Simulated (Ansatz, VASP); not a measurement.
**Two plane-wave programs on Au**

```
Au
1.0
     1.26901   -2.26530    0.00000
     1.26901    2.26530    0.00000
     0.00000    0.00000    4.80068
Au
2
Direct
  0.66386 0.33614 0.25000
  0.33614 0.66386 0.75000
```

Change from the starting cell: strain -0.1000 x Voigt [1, 1, 0, 0, 0, 0], atoms carried along.

Alike in both runs: task single point; functional PBEsol; k mesh 24 × 24 × 12; occupations gaussian, width 0.15 eV; no spin polarisation.

|  | VASP | Ansatz |
| --- | --- | --- |
| version | VASP 6.6.1 | Ansatz 0.2.0 |
| potentials or method | VASP PAW PBE potentials, release 64 (Au), cutoff 520 eV | scalar-relativistic, plane waves, PAW |
| valence electrons in the cell | 22 | 38 |

Ansatz gave:

* gap on the k mesh at the Fermi level (eV): none
* pressure (GPa): 73.4
* traceless stress, the component that is largest in VASP (GPa): -30.41
* rms of the force components (eV/Å): 0.007

Q: Estimate VASP's values.

A: gap on the k mesh at the Fermi level (eV): none; pressure (GPa): 73.1; traceless stress, the component that is largest in VASP (GPa): -30.39; rms of the force components (eV/Å): 0.007.

VASP's potentials were made for PBE, not for PBEsol. Atom by atom the forces differ by 0.000 eV/Å (rms over components). A gap of «none» marks a metal or a gap that the smearing closes. Both programs put the cell under a high pressure, so it lies far from rest at this level. VASP's potentials hold 22 valence electrons a cell and Ansatz's 38, so a difference there can come from the potentials and not from the codes.

Neither program's run includes spin-orbit coupling. Noted on VASP's run: the cell as given lies far from equilibrium.
